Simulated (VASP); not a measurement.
# KBr (Pm-3m) in VASP: further runs

Runs on KBr. Level: revPBE. Tasks: single point.

All numbers are computed with VASP 6.6.1; they aren't measurements. Logs are shortened: lines on timing, memory, paths and dates and some standing lists are left out, and cuts for length are marked.

### Step 1. The cell of the first run

Symmetry: Pm-3m, No. 221, cubic system. Conventional cell: a = 4.110 Å, b = 4.110 Å, c = 4.110 Å, α = 90.00°, β = 90.00°, γ = 90.00°. Within 4.7 Å of K (site symmetry m-3m) lie 8 Br at 3.56 Å and 6 K at 4.11 Å. Within 4.7 Å of Br (site symmetry m-3m) lie 8 K at 3.56 Å and 6 Br at 4.11 Å.

### Step 2. Single point, revPBE

The input, INCAR:

```
PREC = Accurate
ENCUT = 500
EDIFF = 1E-6
ISMEAR = 1
SIGMA = 0.02
LREAL = F
LASPH = T
NELM = 120
ALGO = Normal
ISIF = 2
LWAVE = F
LCHARG = T
GGA = RE
LELF = T
LVHAR = T
NBANDS = 15
GGA_COMPAT = F
```

The input, KPOINTS:

```
regular mesh
0
Gamma
  4 4 4
```

The input, POSCAR:

```
KBr
1.0
    4.1097976524      0.0000000000      0.0000000000
    0.0000000000      4.1097976524      0.0000000000
    0.0000000000      0.0000000000      4.1097976524
K Br
1 1
Direct
    0.0000000000      0.0000000000      0.0000000000
    0.5000000000      0.5000000000      0.5000000000
```

Potentials or basis: VASP PAW PBE potentials, release 64 (K_sv, Br).

On the command line:

```sh
$ cat potpaw_PBE.64/K_sv/POTCAR potpaw_PBE.64/Br/POTCAR > POTCAR
$ mpirun -np 1 vasp_std > vasp.out
```

OUTCAR:

```text
PREC = Accurate
   ENCUT = 500
   EDIFF = 1E-6
   ISMEAR = 1
   LREAL = F
   LASPH = T
   NELM = 120
   ISIF = 2
   GGA = RE

 ion  position               nearest neighbor table
   1  0.000  0.000  0.000-
   2  0.500  0.500  0.500-

  LATTYP: Found a simple cubic cell.
 ALAT       =     4.1097976524

  Lattice vectors:

 A1 = (   4.1097976524,   0.0000000000,   0.0000000000)
 A2 = (   0.0000000000,   4.1097976524,   0.0000000000)
 A3 = (   0.0000000000,   0.0000000000,   4.1097976524)

Analysis of symmetry for initial positions (statically):
=====================================================================
 Subroutine PRICEL returns:
 Original cell was already a primitive cell.

 Routine SETGRP: Setting up the symmetry group for a
 simple cubic supercell.

 Subroutine GETGRP returns: Found 48 space group operations
 (whereof 48 operations were pure point group operations)
 out of a pool of 48 trial point group operations.

The static configuration has the point symmetry O_h .

Analysis of symmetry for dynamics (positions and initial velocities):
=====================================================================
 Subroutine PRICEL returns:
 Original cell was already a primitive cell.

 Routine SETGRP: Setting up the symmetry group for a
 simple cubic supercell.

 Subroutine GETGRP returns: Found 48 space group operations
 (whereof 48 operations were pure point group operations)
 out of a pool of 48 trial point group operations.

The dynamic configuration has the point symmetry O_h .

 Subroutine INISYM returns: Found 48 space group operations
 (whereof 48 operations are pure point group operations),
 and found     1 'primitive' translations

----------------------------------------------------------------------------------------

                                     Primitive cell

  volume of cell :      69.4163

  direct lattice vectors                    reciprocal lattice vectors
     4.109797652  0.000000000  0.000000000     0.243320982  0.000000000  0.000000000
     0.000000000  4.109797652  0.000000000     0.000000000  0.243320982  0.000000000
     0.000000000  0.000000000  4.109797652     0.000000000  0.000000000  0.243320982

  length of vectors
     4.109797652  4.109797652  4.109797652     0.243320982  0.243320982  0.243320982

  position of ions in fractional coordinates (direct lattice)
     0.000000000  0.000000000  0.000000000
     0.500000000  0.500000000  0.500000000
[... 71 lines left out ...]
   TEBEG  =    0.0;   TEEND  =   0.0 temperature during run
   PSTRESS=    0.0 pullay stress
   NELECT =      16.0000    total number of electrons
   NUPDOWN=      -1.0000    fix difference up-down
   EMIN   =  10.00;   EMAX   =-10.00  energy-range for DOS
   EFERMI =   0.00;   METHOD = LEGACY
   ISMEAR =     1;   SIGMA  =   0.02  broadening in eV -4-tet -1-fermi 0-gaus
   EFERMI_NEDOS =   21; number of points for ismear=-14 and -15
   IALGO  =     38    algorithm
   IMIX   =      4    mixing-type and parameters
     AMIX     =   0.40;   BMIX     =  1.00
     AMIX_MAG =   1.60;   BMIX_MAG =  1.00
  volume/ion in A,a.u.               =      34.71       234.22
  Fermi-wavevector in a.u.,A,eV,Ry     =   1.003755  1.896822 13.708197  1.007524
  Thomas-Fermi vector in A             =   2.136327
   LORBIT       =      0    0 simple, 1 ext, 2 COOP (PROOUT), +10 PAW based schemes
   GGA     = RE    functional components
   LHFCALC =     F    Hartree Fock is set to
   AEXX    =    0.0000 exact exchange contribution
   IVDW    =     0    specifies the selected vdW correction
   LEPSILON=     F    determine dielectric tensor
   LRPA    =     F    only Hartree local field effects (RPA)
 non-spin polarized calculation
 Methfessel and Paxton  Order N= 1 SIGMA  =   0.02
  energy-cutoff  :      500.00
  volume of cell :       69.42
 maximum number of plane-waves:      1791
 NGX is ok and might be reduce to    30
   NGX = 15   NGY = 15   NGZ = 15

 number of electron      16.0000005 magnetization

 Free energy of the ion-electron system (eV)
  ---------------------------------------------------
  ext. energy  EPLUGINS =         0.00000000
  ---------------------------------------------------
  free energy    TOTEN  =        -5.72646325 eV

  energy without entropy =       -5.72646325  energy(sigma->0) =       -5.72646325

 E-fermi :  -0.7631     XC(G=0):  -7.3520

 val. band max:       -0.8789825732   @ k =   0.5000   0.5000   0.0000
 cond. band min:       3.1111668883   @ k =   0.0000   0.0000   0.0000
 fundamental gap:      3.9901494614
 Fermi energy:        -0.7631057099

 k-point     1 :       0.0000    0.0000    0.0000
  band No.  band energies     occupation
      1     -29.7345      2.00000
      2     -13.5211      2.00000
      3     -13.1290      2.00000
      4     -13.1290      2.00000
      5     -13.1290      2.00000
      6      -1.1170      2.00000
      7      -1.1170      2.00000
      8      -1.1170      2.00000
      9       3.1112      0.00000
     10       5.2096      0.00000
     11       5.2096      0.00000
     12       8.7219      0.00000
     13       8.7219      0.00000
     14       8.7219      0.00000
[... 149 lines left out ...]
      2     -13.2170      2.00000
      3     -13.2170      2.00000
      4     -13.2170      2.00000
      5     -13.2069      2.00000
      6      -2.1480      2.00000
      7      -2.1480      2.00000
      8      -2.1480      2.00000
      9       6.6340      0.00000
     10       6.6340      0.00000
     11       6.6340      0.00000
     12       8.4019      0.00000
     13       8.4019      0.00000
     14       8.4019      0.00000
     15      10.0622      0.00000

------------------------ aborting loop because EDIFF is reached ----------------------------------------

  FORCE on cell =-STRESS in cart. coord.  units (eV):
  Direction    XX          YY          ZZ          XY          YZ          ZX
  --------------------------------------------------------------------------------------
  -------------------------------------------------------------------------------------
  Total        0.2078751      0.2078751      0.2078751      0.0000000      0.0000000      0.0000000
  in kB        4.7979056      4.7979056      4.7979056      0.0000000      0.0000000      0.0000000
  external PRESSURE =       4.7979056 kB  Pullay stress =       0.0000000 kB

 VOLUME and BASIS-vectors are now :
 -----------------------------------------------------------------------------
  energy-cutoff  :      500.00
  volume of cell :       69.42
      direct lattice vectors                 reciprocal lattice vectors
     4.109797652  0.000000000  0.000000000     0.243320982  0.000000000  0.000000000
     0.000000000  4.109797652  0.000000000     0.000000000  0.243320982  0.000000000
     0.000000000  0.000000000  4.109797652     0.000000000  0.000000000  0.243320982

 POSITION                                       TOTAL-FORCE (eV/Angst)
 -----------------------------------------------------------------------------------
      0.00000      0.00000      0.00000         0.000000      0.000000      0.000000
      2.05490      2.05490      2.05490         0.000000      0.000000      0.000000
 -----------------------------------------------------------------------------------
    total drift:                                0.000000      0.000000     -0.000000

  FREE ENERGIE OF THE ION-ELECTRON SYSTEM (eV)
  ---------------------------------------------------
  free  energy   TOTEN  =        -5.7264632521 eV

  energy  without entropy=       -5.7264632521  energy(sigma->0) =       -5.72646325
```

stdout:

```text
POSCAR found type information on POSCAR K Br
 POSCAR found :  2 types and       2 ions
 scaLAPACK will be used
 -----------------------------------------------------------------------------
|                                                                             |
|                                                                             |
|     You enforced a specific xc type in the INCAR file but a different       |
|     I HOPE YOU KNOW WHAT YOU ARE DOING!                                     |
|                                                                             |
 -----------------------------------------------------------------------------

 LDA part: xc-table for (Slater+PW92), standard interpolation
 POSCAR, INCAR and KPOINTS ok, starting setup
 FFT: planning ... GRIDC
 FFT: planning ... GRID_SOFT
 FFT: planning ... GRID
 WAVECAR not read
 entering main loop
```

It took 5.5 s on 1 thread of Intel Xeon 6975P-C (Granite Rapids), shared host; peak memory 0.16 GiB.

Results:

```yaml
Free_energy: -5.7265 eV
Pressure: 0.5 GPa
Band_gap_on_the_k_mesh: 3.99 eV, indirect (least direct gap 4.23 eV)
```

Levels at points of the mesh, in eV from the valence-band top:
```
           k point  band 4  band 5  band 6  band 7  band 8  band 9  band 10  band 11  band 12  band 13
(0.00, 0.00, 0.00)  -12.25  -12.25   -0.24   -0.24   -0.24    3.99     6.09     6.09     9.60     9.60
(0.50, 0.00, 0.00)  -12.24  -12.00   -1.75   -0.20   -0.20    6.53     7.35     7.61     9.02     9.58
(0.50, 0.50, 0.00)  -12.36  -12.22   -1.26   -1.26    0.00    5.44     6.61     8.12     8.12    10.21
(0.50, 0.50, 0.50)  -12.34  -12.33   -1.27   -1.27   -1.27    7.51     7.51     7.51     9.28     9.28
```

Caveat: the PAW data sets were made with another functional, which shifts forces and pressure a little. A hybrid or GW would open this gap; revPBE tends to underestimate it.

[end of part 1 of 2]
